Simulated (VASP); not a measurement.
# Sc (Fm-3m) in VASP: further runs

The runs below take Sc through single point, with RPBE.

All numbers are computed with VASP 6.6.1; they aren't measurements. Logs are shortened: lines on timing, memory, paths and dates and some standing lists are left out, and cuts for length are marked.

## (1) The cell of the first run

It takes space group Fm-3m (No. 225, cubic). Conventional cell: a = 4.495 Å, b = 4.495 Å, c = 4.495 Å, α = 90.00°, β = 90.00°, γ = 90.00°. Within 4.2 Å of Sc (site symmetry m-3m) lie 12 Sc at 3.18 Å.

## (2) Single point, RPBE (volume scaled by 0.88)

The input, INCAR:

```
SYSTEM = Sc
  PREC = Accurate
  ENCUT = 520
  EDIFF = 1E-6
  ISMEAR = -1
  SIGMA = 0.1
  LREAL = .False.
  LASPH = .True.
  NELM = 80
  ALGO = Normal
  ISIF = 2
  LWAVE = .False.
  LCHARG = .False.
  GGA = RP
  NBANDS = 12
```

The input, KPOINTS:

```
Automatic mesh
0
Gamma
  13 13 13
  0 0 0
```

The input, POSCAR:

```
Sc
1.0
    0.0000000000      2.2475456323      2.2475456323
    2.2475456323      0.0000000000      2.2475456323
    2.2475456323      2.2475456323      0.0000000000
Sc
1
Direct
    0.0000000000      0.0000000000      0.0000000000
```

Potentials or basis: VASP PAW PBE potentials, release 64 (Sc_sv).

Command:

```sh
$ cat potpaw_PBE.64/Sc_sv/POTCAR > POTCAR
$ mpirun -np 1 vasp_std > vasp.out
```

OUTCAR:

```text
SYSTEM = Sc
   PREC = Accurate
   ENCUT = 520
   EDIFF = 1E-6
   ISMEAR = -1
   LREAL = .False.
   LASPH = .True.
   NELM = 80
   ISIF = 2
   GGA = RP

 ion  position               nearest neighbor table
   1  0.000  0.000  0.000-

  LATTYP: Found a face centered cubic cell.
 ALAT       =     4.4950912646

  Lattice vectors:

 A1 = (   0.0000000000,   2.2475456323,   2.2475456323)
 A2 = (   2.2475456323,   0.0000000000,   2.2475456323)
 A3 = (   2.2475456323,   2.2475456323,   0.0000000000)

Analysis of symmetry for initial positions (statically):
=====================================================================
 Subroutine PRICEL returns:
 Original cell was already a primitive cell.

 Routine SETGRP: Setting up the symmetry group for a
 face centered cubic supercell.

 Subroutine GETGRP returns: Found 48 space group operations
 (whereof 48 operations were pure point group operations)
 out of a pool of 48 trial point group operations.

The static configuration has the point symmetry O_h .

Analysis of symmetry for dynamics (positions and initial velocities):
=====================================================================
 Subroutine PRICEL returns:
 Original cell was already a primitive cell.

 Routine SETGRP: Setting up the symmetry group for a
 face centered cubic supercell.

 Subroutine GETGRP returns: Found 48 space group operations
 (whereof 48 operations were pure point group operations)
 out of a pool of 48 trial point group operations.

The dynamic configuration has the point symmetry O_h .

 Subroutine INISYM returns: Found 48 space group operations
 (whereof 48 operations are pure point group operations),
 and found     1 'primitive' translations

----------------------------------------------------------------------------------------

                                     Primitive cell

  volume of cell :      22.7068

  direct lattice vectors                    reciprocal lattice vectors
     0.000000000  2.247545632  2.247545632    -0.222464894  0.222464894  0.222464894
     2.247545632  0.000000000  2.247545632     0.222464894 -0.222464894  0.222464894
     2.247545632  2.247545632  0.000000000     0.222464894  0.222464894 -0.222464894

  length of vectors
     3.178509515  3.178509515  3.178509515     0.385320499  0.385320499  0.385320499

  position of ions in fractional coordinates (direct lattice)
     0.000000000  0.000000000  0.000000000

  ion indices of the primitive-cell ions
   primitive index   ion index
                 1           1

----------------------------------------------------------------------------------------

 KPOINTS: Automatic mesh

Automatic generation of k-mesh.
 Grid dimensions read from file:
 generate k-points for:   13   13   13

 Generating k-lattice:

  Cartesian coordinates                     Fractional coordinates (reciprocal lattice)
    -0.017112684  0.017112684  0.017112684     0.076923077  0.000000000  0.000000000
     0.017112684 -0.017112684  0.017112684     0.000000000  0.076923077  0.000000000
     0.017112684  0.017112684 -0.017112684     0.000000000  0.000000000  0.076923077

  Length of vectors
     0.029640038  0.029640038  0.029640038

  Shift w.r.t. Gamma in fractional coordinates (k-lattice)
     0.000000000  0.000000000  0.000000000

 Subroutine IBZKPT returns following result:
 ===========================================

 Found     84 irreducible k-points:

 Following reciprocal coordinates:
            Coordinates               Weight
  0.000000  0.000000  0.000000      1.000000
  0.076923  0.000000  0.000000      8.000000
  0.153846  0.000000  0.000000      8.000000
  0.230769  0.000000  0.000000      8.000000
  0.307692  0.000000  0.000000      8.000000
  0.384615  0.000000  0.000000      8.000000
[... 16 lines left out ...]
  0.384615  0.153846  0.000000     24.000000
  0.461538  0.153846  0.000000     24.000000
 [... further k-points ...]
   k-points           NKPTS =     84   k-points in BZ     NKDIM =     84   number of bands    NBANDS=     12
   number of dos      NEDOS =    301   number of ions     NIONS =      1
   total plane-waves  NPLWV =  13824
   dimension x,y,z NGX =    24 NGY =   24 NGZ =   24
   dimension x,y,z NGXF=    48 NGYF=   48 NGZF=   48
   ions per type =               1
   NGX,Y,Z   is equivalent  to a cutoff of  12.55, 12.55, 12.55 a.u.
   NGXF,Y,Z  is equivalent  to a cutoff of  25.11, 25.11, 25.11 a.u.
 SYSTEM =  Sc
   PREC   = accura    normal or accurate (medium, high low for compatibility)
   ISTART =      0    job   : 0-new  1-cont  2-samecut
   ICHARG =      2    charge: 1-file 2-atom 10-const
   ISPIN  =      1    spin polarized calculation?
   LNONCOLLINEAR =      F non collinear calculations
   LSORBIT =      F    spin-orbit coupling
   LASPH  =      T    aspherical Exc in radial PAW
   ENCUT  =  520.0 eV  38.22 Ry    6.18 a.u.   5.91  5.91  5.91*2*pi/ulx,y,z
   NELM   =     80;   NELMIN=  2; NELMDL= -5     # of ELM steps
   EDIFF  = 0.1E-05   stopping-criterion for ELM
   LREAL  =      F    real-space projection
   EDIFFG = 0.1E-04   stopping-criterion for IOM
   NSW    =      0    number of steps for IOM
   IBRION =     -1    ionic relax: 0-MD 1-quasi-New 2-CG
   NFREE  =      0    steps in history (QN), initial steepest desc. (CG)
   ISIF   =      2    stress and relaxation
   ISYM   =      2    0-nonsym 1-usesym 2-fastsym
   POTIM  = 0.5000    time-step for ionic-motion
   TEBEG  =    0.0;   TEEND  =   0.0 temperature during run
   PSTRESS=    0.0 pullay stress
   NELECT =      11.0000    total number of electrons
   NUPDOWN=      -1.0000    fix difference up-down
   EMIN   =  10.00;   EMAX   =-10.00  energy-range for DOS
   EFERMI =   0.00;   METHOD = LEGACY
   ISMEAR =    -1;   SIGMA  =   0.10  broadening in eV -4-tet -1-fermi 0-gaus
   EFERMI_NEDOS =   21; number of points for ismear=-14 and -15
   IALGO  =     38    algorithm
   IMIX   =      4    mixing-type and parameters
     AMIX     =   0.40;   BMIX     =  1.00
     AMIX_MAG =   1.60;   BMIX_MAG =  1.00
  volume/ion in A,a.u.               =      22.71       153.23
  Fermi-wavevector in a.u.,A,eV,Ry     =   1.285742  2.429700 22.492238  1.653133
  Thomas-Fermi vector in A             =   2.417858
   LORBIT       =      0    0 simple, 1 ext, 2 COOP (PROOUT), +10 PAW based schemes
   GGA     = RP    functional components
   LHFCALC =     F    Hartree Fock is set to
   AEXX    =    0.0000 exact exchange contribution
   IVDW    =     0    specifies the selected vdW correction
   LEPSILON=     F    determine dielectric tensor
   LRPA    =     F    only Hartree local field effects (RPA)
 non-spin polarized calculation
  energy-cutoff  :      520.00
  volume of cell :       22.71
 maximum number of plane-waves:       623
   NGX = 11   NGY = 11   NGZ = 11

 number of electron      11.0000002 magnetization

 Free energy of the ion-electron system (eV)
  ---------------------------------------------------
  ext. energy  EPLUGINS =         0.00000000
  ---------------------------------------------------
  free energy    TOTEN  =        -5.85725778 eV

  energy without entropy =       -5.79996823  energy(sigma->0) =       -5.82861301

 E-fermi :   4.3599     XC(G=0): -10.0885

 val. band max:        4.3536072520   @ k =  -0.4615   0.3077   0.1538
 cond. band min:       4.3611385858   @ k =   0.4615   0.1538   0.0000
 fundamental gap:      0.0075313337
 Fermi energy:         4.3599456043

 k-point     1 :       0.0000    0.0000    0.0000
  band No.  band energies     occupation
      1     -44.9996      2.00000
      2     -23.2992      2.00000
      3     -23.2992      2.00000
      4     -23.2992      2.00000
      5      -0.9910      2.00000
      6       6.0683      0.00000
      7       6.0683      0.00000
      8       6.0683      0.00000
      9       7.6052      0.00000
     10       7.6052      0.00000
     11      17.2676      0.00000
     12      21.0354      0.00000

 k-point     2 :       0.0769    0.0000    0.0000
  band No.  band energies     occupation
      1     -44.9949      2.00000
      2     -23.3298      2.00000
      3     -23.3030      2.00000
      4     -23.3030      2.00000
      5      -0.8297      2.00000
      6       5.9435      0.00000
      7       6.1291      0.00000
      8       6.1291      0.00000
      9       7.5610      0.00000
     10       7.5610      0.00000
     11      17.4339      0.00000
     12      19.8252      0.00000

 k-point     3 :       0.1538    0.0000    0.0000
  band No.  band energies     occupation
      1     -44.9818      2.00000
      2     -23.4139      2.00000
      3     -23.3136      2.00000
      4     -23.3136      2.00000
      5      -0.3641      2.00000
      6       5.6243      0.00001
      7       6.2606      0.00000
      8       6.2606      0.00000
      9       7.4941      0.00000
     10       7.4941      0.00000
     11      17.4527      0.00000
     12      18.2877      0.00000

 k-point     4 :       0.2308    0.0000    0.0000
  band No.  band energies     occupation
      1     -44.9633      2.00000
      2     -23.5306      2.00000
      3     -23.3285      2.00000
      4     -23.3285      2.00000
      5       0.3478      2.00000
      6       5.2339      0.00032
      7       6.3082      0.00000
      8       6.3082      0.00000
      9       7.5854      0.00000
     10       7.5854      0.00000
     11      15.9222      0.00000
     12      18.0465      0.00000

 k-point     5 :       0.3077    0.0000    0.0000
  band No.  band energies     occupation
      1     -44.9436      2.00000
      2     -23.6524      2.00000
      3     -23.3443      2.00000
      4     -23.3443      2.00000
      5       1.1946      2.00000
      6       4.8980      0.00917
      7       6.1985      0.00000
      8       6.1985      0.00000
      9       7.9094      0.00000
     10       7.9094      0.00000
     11      14.2607      0.00000
     12      17.5655      0.00000
[... 228 lines left out ...]
      1     -44.9621      2.00000
      2     -23.4858      2.00000
      3     -23.3576      2.00000
      4     -23.3539      2.00000
      5       0.3602      2.00000
      6       5.1011      0.00121
      7       6.3995      0.00000
      8       6.6284      0.00000
      9       6.9382      0.00000
     10       7.9168      0.00000
     11      17.4014      0.00000
     12      18.3540      0.00000

 k-point    22 :       0.3077    0.1538    0.0000
  band No.  band energies     occupation
      1     -44.9446      2.00000
      2     -23.5853      2.00000
      3     -23.3752      2.00000
      4     -23.3728      2.00000
      5       1.0888      2.00000
      6       4.7991      0.02445
      7       6.0233      0.00000
      8       6.6672      0.00000
      9       7.4134      0.00000
     10       8.1463      0.00000
     11      15.6244      0.00000
     12      18.0295      0.00000

 k-point    23 :       0.3846    0.1538    0.0000
  band No.  band energies     occupation
      1     -44.9275      2.00000
      2     -23.6800      2.00000
      3     -23.3971      2.00000
      4     -23.3876      2.00000
      5       1.9079      2.00000
      6       4.5477      0.26543
      7       5.7174      0.00000
      8       6.5655      0.00000
      9       8.0377      0.00000
     10       8.4466      0.00000
     11      13.8819      0.00000
     12      17.4411      0.00000

 k-point    24 :       0.4615    0.1538    0.0000
  band No.  band energies     occupation
      1     -44.9147      2.00000
      2     -23.7482      2.00000
      3     -23.4218      2.00000
      4     -23.3918      2.00000
      5       2.6279      2.00000
      6       4.3611      0.99404
      7       5.5836      0.00001
      8       6.4290      0.00000
      9       8.6281      0.00000
     10       8.7089      0.00000
     11      12.4312      0.00000
     12      16.9076      0.00000

 [... further k-points ...]

------------------------ aborting loop because EDIFF is reached ----------------------------------------

  FORCE on cell =-STRESS in cart. coord.  units (eV):
  Direction    XX          YY          ZZ          XY          YZ          ZX
  --------------------------------------------------------------------------------------
  -------------------------------------------------------------------------------------
  Total        1.0582654      1.0582654      1.0582654     -0.0000000     -0.0000000     -0.0000000
  in kB       74.6705962     74.6705962     74.6705962     -0.0000000     -0.0000000     -0.0000000
  external PRESSURE =      74.6705962 kB  Pullay stress =       0.0000000 kB

 VOLUME and BASIS-vectors are now :
 -----------------------------------------------------------------------------
  energy-cutoff  :      520.00
  volume of cell :       22.71
      direct lattice vectors                 reciprocal lattice vectors
     0.000000000  2.247545632  2.247545632    -0.222464894  0.222464894  0.222464894
     2.247545632  0.000000000  2.247545632     0.222464894 -0.222464894  0.222464894
     2.247545632  2.247545632  0.000000000     0.222464894  0.222464894 -0.222464894

 POSITION                                       TOTAL-FORCE (eV/Angst)
 -----------------------------------------------------------------------------------
      0.00000      0.00000      0.00000        -0.000000     -0.000000      0.000000
 -----------------------------------------------------------------------------------
    total drift:                                0.000000      0.000000     -0.000000

  FREE ENERGIE OF THE ION-ELECTRON SYSTEM (eV)
  ---------------------------------------------------
  free  energy   TOTEN  =        -5.8572577814 eV

  energy  without entropy=       -5.7999682326  energy(sigma->0) =       -5.82861301
```

Run time: 24 s. Hardware: 1 thread of Intel Xeon 6975P-C, shared host; peak memory 0.15 GiB.

Results:

| Property | Result |
| --- | --- |
| Free energy | -5.8573 eV |
| Pressure | 7.5 GPa |

Caveat: the PAW data sets were made with another functional, which shifts forces and pressure a little.

## (3) Single point, RPBE (volume scaled by 0.92)

The input, INCAR:

```
PREC = Accurate
ENCUT = 520
EDIFF = 1E-6
ISMEAR = -1
SIGMA = 0.1
LREAL = F
LASPH = T
NELM = 80
ALGO = Normal
ISIF = 2
LWAVE = F
LCHARG = T
GGA = RP
LELF = T
LVHAR = T
NBANDS = 12
```

The input, KPOINTS:

```
Automatic mesh
0
Gamma
  13 13 13
```

The input, POSCAR:

```
Sc
1.0
    0.0000000000      2.2810960358      2.2810960358
    2.2810960358      0.0000000000      2.2810960358
    2.2810960358      2.2810960358      0.0000000000
Sc
1
Direct
    0.0000000000      0.0000000000      0.0000000000
```

Potentials or basis: VASP PAW PBE potentials, release 64 (Sc_sv).

Command:

```sh
$ cat potpaw_PBE.64/Sc_sv/POTCAR > POTCAR
$ mpirun -np 1 vasp_std > vasp.out
```

It took 28 s on 1 thread of Intel Xeon 6975P-C, shared host; peak memory 0.15 GiB.

The run converged. Its results:

| Quantity | Value |
| --- | --- |
| Free energy | -5.8964 eV |
| Pressure | 4.6 GPa |

Levels at points of the mesh, in eV from the Fermi level:
```tsv
k point	band 3	band 4	band 5	band 6	band 7	band 8
(0.00, 0.00, 0.00)	-27.81	-27.81	-5.27	1.65	1.65	1.65
```

Caveat: the PAW data sets were made with another functional, which shifts forces and pressure a little.
